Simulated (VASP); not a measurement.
# CdSe (P6_3mc) in VASP: further runs

Aim: see how the results for CdSe move with the level of theory and the settings. Levels: HSE06, PBE. Tasks: single point.

Everything below comes from runs of VASP 6.6.1. Logs are shortened: lines on timing, memory, paths and dates and some standing lists are left out, and cuts for length are marked.

## 1. The cell of the first run

It takes space group P6_3mc (No. 186, hexagonal). The conventional cell has a = 4.341 Å, b = 4.341 Å, c = 7.077 Å, α = 90.00°, β = 90.00°, γ = 120.00°. Within 3.5 Å of Cd (site symmetry 3m) lie 4 Se at 2.66 Å. Se (site symmetry 3m) has 4 Cd at 2.66 Å within 3.5 Å.

## 2. Single point, HSE06

POSCAR

```
CdSe
1.0
    4.3407236668      0.0000000000      0.0000000000
   -2.1703618334      3.7591769662      0.0000000000
    0.0000000000      0.0000000000      7.0766459765
Cd Se
2 2
Direct
    0.3333333333      0.6666666667     -0.0004760038
    0.6666666667      0.3333333333      0.4995239962
    0.3333333333      0.6666666667      0.3754760038
    0.6666666667      0.3333333333      0.8754760038
```

INCAR.step1

```
SYSTEM = CdSe
PREC     = Accurate       ! precision mode
ENCUT    = 520            ! plane-wave cutoff, eV
EDIFF    = 1E-5           ! SCF threshold, eV
ISMEAR   = 0              ! smearing method
SIGMA    = 0.01           ! smearing width, eV
LREAL    = .FALSE.        ! projectors in reciprocal space
LASPH    = .TRUE.         ! aspherical terms in the spheres
NELM     = 100            ! most SCF steps
ALGO     = Normal         ! electronic algorithm
ISIF     = 2              ! what is computed and relaxed
LWAVE    = .TRUE.         ! write WAVECAR
LCHARG   = .FALSE.        ! write CHGCAR
GGA      = PE             ! functional
NBANDS   = 26             ! bands
```

INCAR.step2

```
SYSTEM = CdSe
PREC     = Accurate       ! precision mode
ENCUT    = 520            ! plane-wave cutoff, eV
EDIFF    = 1E-7           ! SCF threshold, eV
ISMEAR   = 0              ! smearing method
SIGMA    = 0.01           ! smearing width, eV
LREAL    = .FALSE.        ! projectors in reciprocal space
LASPH    = .TRUE.         ! aspherical terms in the spheres
NELM     = 100            ! most SCF steps
ALGO     = Normal         ! electronic algorithm
ISIF     = 2              ! what is computed and relaxed
LWAVE    = .FALSE.        ! write WAVECAR
LCHARG   = .FALSE.        ! write CHGCAR
GGA      = PE             ! functional
LHFCALC  = .TRUE.         ! exact exchange
HFSCREEN = 0.2079         ! screening, 1/A
PRECFOCK = Normal       
ISTART   = 1            
NBANDS   = 26             ! bands
```

KPOINTS

```
regular mesh
0
G
  6 6 2
  0 0 0
```

Potentials or basis: VASP PAW PBE potentials, release 64 (Cd, Se).

Launch:

```bash
$ cat potpaw_PBE.64/Cd/POTCAR potpaw_PBE.64/Se/POTCAR > POTCAR
$ cp INCAR.step1 INCAR
$ mpirun -np 1 vasp_std > vasp.out
$ cp INCAR.step2 INCAR
$ mpirun -np 1 vasp_std > vasp.out
```

OUTCAR:

```text
SYSTEM = CdSe
   PREC = Accurate
   ENCUT = 520
   EDIFF = 1E-7
   ISMEAR = 0
   LREAL = .FALSE.
   LASPH = .TRUE.
   NELM = 100
   ISIF = 2
   GGA = PE
   LHFCALC = .TRUE.
   HFSCREEN = 0.2079
   PRECFOCK = Normal
   ISTART = 1

 ion  position               nearest neighbor table
   1  0.333  0.667  1.000-   4 2.66   4 2.66   4 2.66   3 2.66
   2  0.667  0.333  0.500-   3 2.66   3 2.66   3 2.66   4 2.66
   3  0.333  0.667  0.375-   2 2.66   2 2.66   2 2.66   1 2.66
   4  0.667  0.333  0.875-   1 2.66   1 2.66   1 2.66   2 2.66

  LATTYP: Found a hexagonal cell.
 ALAT       =     4.3407236668
 C/A-ratio  =     1.6302917485

  Lattice vectors:

 A1 = (   4.3407236668,   0.0000000000,   0.0000000000)
 A2 = (  -2.1703618334,   3.7591769662,   0.0000000000)
 A3 = (   0.0000000000,   0.0000000000,   7.0766459765)

Analysis of symmetry for initial positions (statically):
=====================================================================
 Subroutine PRICEL returns:
 Original cell was already a primitive cell.

 Routine SETGRP: Setting up the symmetry group for a
 hexagonal supercell.

 Subroutine GETGRP returns: Found 12 space group operations
 (whereof  6 operations were pure point group operations)
 out of a pool of 24 trial point group operations.

The static configuration has the point symmetry C_3v.
 The point group associated with its full space group is C_6v.

Analysis of symmetry for dynamics (positions and initial velocities):
=====================================================================
 Subroutine PRICEL returns:
 Original cell was already a primitive cell.

 Routine SETGRP: Setting up the symmetry group for a
 hexagonal supercell.

 Subroutine GETGRP returns: Found 12 space group operations
 (whereof  6 operations were pure point group operations)
 out of a pool of 24 trial point group operations.

The dynamic configuration has the point symmetry C_3v.
 The point group associated with its full space group is C_6v.

 Subroutine INISYM returns: Found 12 space group operations
 (whereof  6 operations are pure point group operations),
 and found     1 'primitive' translations

----------------------------------------------------------------------------------------

                                     Primitive cell

  volume of cell :     115.4735

  direct lattice vectors                    reciprocal lattice vectors
     4.340723667  0.000000000  0.000000000     0.230376333  0.133007838  0.000000000
    -2.170361833  3.759176966  0.000000000     0.000000000  0.266015676  0.000000000
     0.000000000  0.000000000  7.076645977     0.000000000  0.000000000  0.141309881

  length of vectors
     4.340723667  4.340723667  7.076645977     0.266015676  0.266015676  0.141309881

  position of ions in fractional coordinates (direct lattice)
     0.333333333  0.666666667  0.999523996
     0.666666667  0.333333333  0.499523996
     0.333333333  0.666666667  0.375476004
     0.666666667  0.333333333  0.875476004

  ion indices of the primitive-cell ions
   primitive index   ion index
                 1           1
                 2           2
                 3           3
                 4           4

----------------------------------------------------------------------------------------

 KPOINTS: regular mesh

Automatic generation of k-mesh.
 Grid dimensions read from file:
 generate k-points for:    6    6    2

 Generating k-lattice:

  Cartesian coordinates                     Fractional coordinates (reciprocal lattice)
     0.038396055  0.022167973  0.000000000     0.166666667 -0.000000000  0.000000000
     0.000000000  0.044335946  0.000000000     0.000000000  0.166666667  0.000000000
     0.000000000  0.000000000  0.070654940     0.000000000  0.000000000  0.500000000

  Length of vectors
     0.044335946  0.044335946  0.070654940

  Shift w.r.t. Gamma in fractional coordinates (k-lattice)
     0.000000000  0.000000000  0.000000000

 Subroutine IBZKPT returns following result:
 ===========================================

 Found     14 irreducible k-points:

 Following reciprocal coordinates:
            Coordinates               Weight
  0.000000  0.000000  0.000000      1.000000
  0.166667  0.000000  0.000000      6.000000
  0.333333  0.000000  0.000000      6.000000
  0.500000  0.000000  0.000000      3.000000
  0.166667  0.166667  0.000000      6.000000
  0.333333  0.166667  0.000000     12.000000
  0.333333  0.333333  0.000000      2.000000
  0.000000  0.000000  0.500000      1.000000
  0.166667  0.000000  0.500000      6.000000
  0.333333  0.000000  0.500000      6.000000
  0.500000  0.000000  0.500000      3.000000
  0.166667  0.166667  0.500000      6.000000
  0.333333  0.166667  0.500000     12.000000
  0.333333  0.333333  0.500000      2.000000
   k-points           NKPTS =     14   k-points in BZ     NKDIM =     72   number of bands    NBANDS=     26
   number of dos      NEDOS =    301   number of ions     NIONS =      4
   total plane-waves  NPLWV =  55296
   dimension x,y,z NGX =    32 NGY =   32 NGZ =   54
   dimension x,y,z NGXF=    64 NGYF=   64 NGZF=  108
   ions per type =               2   2
   NGX,Y,Z   is equivalent  to a cutoff of  12.26, 12.26, 12.69 a.u.
   NGXF,Y,Z  is equivalent  to a cutoff of  24.51, 24.51, 25.37 a.u.
 SYSTEM =  CdSe
   PREC   = accura    normal or accurate (medium, high low for compatibility)
   ISTART =      1    job   : 0-new  1-cont  2-samecut
   ICHARG =      0    charge: 1-file 2-atom 10-const
   ISPIN  =      1    spin polarized calculation?
   LNONCOLLINEAR =      F non collinear calculations
   LSORBIT =      F    spin-orbit coupling
   LASPH  =      T    aspherical Exc in radial PAW
   ENCUT  =  520.0 eV  38.22 Ry    6.18 a.u.   8.07  8.07 13.16*2*pi/ulx,y,z
   NELM   =    100;   NELMIN=  2; NELMDL=  0     # of ELM steps
   EDIFF  = 0.1E-06   stopping-criterion for ELM
   LREAL  =      F    real-space projection
   EDIFFG = 0.1E-05   stopping-criterion for IOM
   NSW    =      0    number of steps for IOM
   IBRION =     -1    ionic relax: 0-MD 1-quasi-New 2-CG
   NFREE  =      0    steps in history (QN), initial steepest desc. (CG)
   ISIF   =      2    stress and relaxation
   ISYM   =      3    0-nonsym 1-usesym 2-fastsym
   POTIM  = 0.5000    time-step for ionic-motion
   TEBEG  =    0.0;   TEEND  =   0.0 temperature during run
   PSTRESS=    0.0 pullay stress
   NELECT =      36.0000    total number of electrons
   NUPDOWN=      -1.0000    fix difference up-down
   EMIN   =  10.00;   EMAX   =-10.00  energy-range for DOS
   EFERMI =   0.00;   METHOD = LEGACY
   ISMEAR =     0;   SIGMA  =   0.01  broadening in eV -4-tet -1-fermi 0-gaus
   EFERMI_NEDOS =   21; number of points for ismear=-14 and -15
   IALGO  =     38    algorithm
   IMIX   =      1    mixing-type and parameters
     AMIX     =   0.40;   BMIX     =  1.00
     AMIX_MAG =   1.60;   BMIX_MAG =  1.00
  volume/ion in A,a.u.               =      28.87       194.81
  Fermi-wavevector in a.u.,A,eV,Ry     =   1.110064  2.097718 16.765686  1.232243
  Thomas-Fermi vector in A             =   2.246612
   LORBIT       =      0    0 simple, 1 ext, 2 COOP (PROOUT), +10 PAW based schemes
   GGA     = PE    functional components
   LHFCALC =     T    Hartree Fock is set to
   PRECFOCK=normal    Normal, Fast or Accurate (Low or Medium for compatibility)
   ENCUT4O =  -1.0   cutoff for four orbital integrals eV
   NKREDX  =     1    reduce k-point grid by
   NKREDY  =     1    reduce k-point grid by
   NKREDZ  =     1    reduce k-point grid by
   AEXX    =    0.2500 exact exchange contribution
   HFSCREEN=    0.2079 screening length (either q_TF or 0.3 A-1)
   HFSCREENC=   0.2079 screening length for correlation (either q_TF or 0.3 A-1)
   ENCUTFOCK=  -1.0 apply spherical cutoff to Coloumb kernel
   IVDW    =     0    specifies the selected vdW correction
   LEPSILON=     F    determine dielectric tensor
   LRPA    =     F    only Hartree local field effects (RPA)
 non-spin polarized calculation
 Gauss-broadening in eV      SIGMA  =   0.01
  energy-cutoff  :      520.00
  volume of cell :      115.47
 maximum number of plane-waves:      3126
  NGX = 28; NGY = 28; NGZ = 40

 number of electron      36.0000000 magnetization

 Free energy of the ion-electron system (eV)
  ---------------------------------------------------
  ext. energy  EPLUGINS =         0.00000000
  ---------------------------------------------------
  free energy    TOTEN  =       -13.69646184 eV

  energy without entropy =      -13.69646184  energy(sigma->0) =      -13.69646184

 E-fermi :   0.2124     XC(G=0):  -7.2939

 val. band max:        0.1492109521   @ k =   0.0000   0.0000   0.0000
 cond. band min:       1.6967615462   @ k =   0.0000   0.0000   0.0000
 fundamental gap:      1.5475505941
 Fermi energy:         0.2123921928

 k-point     1 :       0.0000    0.0000    0.0000
  band No.  band energies     occupation
      1     -13.4116      2.00000
      2     -13.0257      2.00000
      3      -8.9024      2.00000
      4      -8.8966      2.00000
      5      -8.8966      2.00000
      6      -8.8335      2.00000
[... 18 lines left out ...]
     25       8.2430      0.00000
     26       8.8898      0.00000

 k-point     2 :       0.1667    0.0000    0.0000
  band No.  band energies     occupation
      1     -13.3262      2.00000
      2     -12.9885      2.00000
      3      -8.8786      2.00000
      4      -8.8702      2.00000
      5      -8.8248      2.00000
      6      -8.7970      2.00000
[... 18 lines left out ...]
     25       8.3848      0.00000
     26       8.8913      0.00000

 k-point     3 :       0.3333    0.0000    0.0000
  band No.  band energies     occupation
      1     -13.1419      2.00000
      2     -12.9262      2.00000
      3      -8.8369      2.00000
      4      -8.8277      2.00000
      5      -8.7273      2.00000
      6      -8.7255      2.00000
[... 18 lines left out ...]
     25       8.9709      0.00000
     26       9.5138      0.00000

 k-point     4 :       0.5000    0.0000    0.0000
  band No.  band energies     occupation
      1     -13.0328      2.00000
      2     -12.9117      2.00000
      3      -8.8213      2.00000
      4      -8.8131      2.00000
      5      -8.6922      2.00000
      6      -8.6759      2.00000
[... 18 lines left out ...]
     25       9.0755      0.00000
     26      10.9351      0.00000
[... 206 lines left out ...]
      1     -13.0588      2.00000
      2     -13.0588      2.00000
      3      -8.8059      2.00000
      4      -8.8059      2.00000
      5      -8.7860      2.00000
      6      -8.7860      2.00000
[... 18 lines left out ...]
     25       8.7227      0.00000
     26       8.7227      0.00000

 k-point    13 :       0.3333    0.1667    0.5000
  band No.  band energies     occupation
      1     -12.9654      2.00000
      2     -12.9654      2.00000
      3      -8.7794      2.00000
      4      -8.7794      2.00000
      5      -8.7547      2.00000
      6      -8.7547      2.00000
[... 18 lines left out ...]
     25       9.2029      0.00000
     26       9.2029      0.00000

 k-point    14 :       0.3333    0.3333    0.5000
  band No.  band energies     occupation
      1     -12.9352      2.00000
      2     -12.9352      2.00000
      3      -8.7616      2.00000
      4      -8.7616      2.00000
      5      -8.7521      2.00000
      6      -8.7521      2.00000
[... 18 lines left out ...]
     25      10.0962      0.00000
     26      10.1079      0.00000

------------------------ aborting loop because EDIFF is reached ----------------------------------------

  FORCE on cell =-STRESS in cart. coord.  units (eV):
  Direction    XX          YY          ZZ          XY          YZ          ZX
  --------------------------------------------------------------------------------------
  -------------------------------------------------------------------------------------
  Total        0.2988937      0.2988937      0.2734011      0.0000000      0.0000000      0.0000000
  in kB        4.1471045      4.1471045      3.7933983      0.0000000      0.0000000      0.0000000
  external PRESSURE =       4.0292024 kB  Pullay stress =       0.0000000 kB

 VOLUME and BASIS-vectors are now :
 -----------------------------------------------------------------------------
  energy-cutoff  :      520.00
  volume of cell :      115.47
      direct lattice vectors                 reciprocal lattice vectors
     4.340723667  0.000000000  0.000000000     0.230376333  0.133007838  0.000000000
    -2.170361833  3.759176966  0.000000000     0.000000000  0.266015676  0.000000000
     0.000000000  0.000000000  7.076645977     0.000000000  0.000000000  0.141309881

 POSITION                                       TOTAL-FORCE (eV/Angst)
 -----------------------------------------------------------------------------------
     -0.00000      2.50612      7.07328         0.000000     -0.000000      0.001060
      2.17036      1.25306      3.53495         0.000000      0.000000      0.001060
     -0.00000      2.50612      2.65711        -0.000000      0.000000     -0.001060
      2.17036      1.25306      6.19543        -0.000000     -0.000000     -0.001060
 -----------------------------------------------------------------------------------
    total drift:                               -0.000000      0.000001      0.000098

  FREE ENERGIE OF THE ION-ELECTRON SYSTEM (eV)
  ---------------------------------------------------
  free  energy   TOTEN  =       -13.6964618440 eV

  energy  without entropy=      -13.6964618440  energy(sigma->0) =      -13.69646184
```

Wall time 57 min (1 thread of Intel Xeon 6975P-C (Granite Rapids), shared host); peak memory 0.4 GiB.

What came out:

```yaml
Free_energy: -13.6965 eV
Pressure: 0.4 GPa
Band_gap_on_the_k_mesh: 1.55 eV, direct
```

Caveat: the k points lie up to 0.44 Å⁻¹ apart; the PAW data sets were made with another functional, which shifts forces and pressure a little.

## 3. Single point, PBE

INCAR

```
PREC = Accurate
ENCUT = 520
EDIFF = 1E-6
ISMEAR = 0
SIGMA = 0.01
LREAL = F
LASPH = T
NELM = 100
ALGO = Normal
ISIF = 2
LWAVE = F
LCHARG = T
GGA = PE
LELF = T
LVHAR = T
NBANDS = 26
```

KPOINTS

```
Automatic mesh
0
Gamma
  6 6 4
```

POSCAR is that of step 2.

Potentials or basis: VASP PAW PBE potentials, release 64 (Cd, Se).

Launch:

```bash
$ cat potpaw_PBE.64/Cd/POTCAR potpaw_PBE.64/Se/POTCAR > POTCAR
$ mpirun -np 1 vasp_std > vasp.out
```

Run time: 22 s. Hardware: 1 thread of Intel Xeon 6975P-C (Granite Rapids), shared host; peak memory 0.25 GiB.

It converged, with:

```yaml
Free_energy: -10.9691 eV
Pressure: 1.7 GPa
Band_gap_on_the_k_mesh: 0.61 eV, direct
```

Forces in eV/Å, atoms in the order of the input:
```
Cd   0.000  0.000  0.003
Cd   0.000  0.000  0.003
Se   0.000  0.000 -0.003
Se   0.000  0.000 -0.003
```

Levels at points of the mesh, in eV from the valence-band top:
```tsv
k point	band 15	band 16	band 17	band 18	band 19	band 20	band 21	band 22
(0.00, 0.00, 0.00)	-0.73	-0.04	0.00	0.00	0.61	2.17	5.85	5.85
(0.50, 0.00, 0.00)	-2.55	-1.77	-1.27	-0.72	3.16	3.33	4.78	6.06
(0.00, 0.00, 0.50)	-0.38	-0.38	-0.38	-0.38	2.32	2.32	5.82	5.82
(0.50, 0.00, 0.50)	-1.30	-1.30	-1.29	-1.29	2.92	2.92	4.84	4.84
```

PBE gaps usually lie below the measured ones, often by a third to a half.

(Part 1 of 2 ends here.)
